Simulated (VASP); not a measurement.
AlC, 8 atoms in the cell. It takes space group P6_3/mmc (No. 194, hexagonal). The conventional cell has a = 3.086 Å, b = 3.086 Å, c = 11.898 Å, α = 90.00°, β = 90.00°, γ = 120.00°. Al (site symmetry 3m) has 3 C at 2.09 Å within 2.8 Å. C (site symmetry 3m) has 1 C at 1.33 Å within 1.8 Å. 

* Program: VASP 6.6.1
* Task: single point
* Functional: r2SCAN
* Potentials or basis: VASP PAW PBE potentials, release 64 (Al, C)
* Cutoff: 660 eV
* k mesh: 12 × 12 × 4
* Occupations: gaussian, width 0.1 eV
* Spin: no spin polarisation
* Dipole correction: no
* Further INCAR settings: ALGO = Normal; EDIFF = 1e-06; NBANDS = 24

Potentials or basis: VASP PAW PBE potentials, release 64 (Al, C).

Launch:

```bash
$ cat potpaw_PBE.64/Al/POTCAR potpaw_PBE.64/C/POTCAR > POTCAR
$ cp INCAR.step1 INCAR
$ mpirun -np 1 vasp_std > vasp.out
$ cp INCAR.step2 INCAR
$ mpirun -np 1 vasp_std > vasp.out
```

Hardware: 1 thread of Oxide Virtual Turin-like Processor (shared host).

**Question.** Estimate the wall time of this run.

**Answer.** Wall time 20 min on 1 thread of Oxide Virtual Turin-like Processor, on a shared host, peak memory 0.35 GiB. Counts: k points 57.
